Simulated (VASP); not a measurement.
Input of a VASP 6.6.1 run:

Contents of INCAR:

```
SYSTEM = CdPd
PREC = Accurate ; ENCUT = 520
EDIFF = 1E-6 ; ISMEAR = -1
SIGMA = 0.1 ; LREAL = .False.
LASPH = .True. ; NELM = 80
ALGO = Normal ; ISIF = 2
LWAVE = .False. ; LCHARG = .False.
NBANDS = 18
```

The input KPOINTS:

```
regular mesh
0
Gamma
  14 14 12
  0 0 0
```

File POSCAR:

```
CdPd
1.0
    2.9643835521      0.0000000000      0.0000000000
    0.0000000000      2.9643835521      0.0000000000
    0.0000000000      0.0000000000      3.6224374426
Cd Pd
1 1
Direct
    0.0000000000      0.0000000000      0.0000000000
    0.5000000000      0.5000000000      0.5000000000
```

Potentials or basis: VASP PAW LDA potentials, release 64 (Cd, Pd).

Command:

```sh
$ cat potpaw_LDA.64/Cd/POTCAR potpaw_LDA.64/Pd/POTCAR > POTCAR
$ mpirun -np 1 vasp_std > vasp.out
```

Question: Predict the pressure.

Answer: 1.6 GPa.

Question: Predict the band gap on the k mesh.

Answer: Zero (band 11 reaches 10.90 eV, above the bottom of band 12 at 5.09 eV).

Stress tensor (GPa, compression positive):
```
1.50 0.00 0.00
0.00 1.50 0.00
0.00 0.00 1.67
```
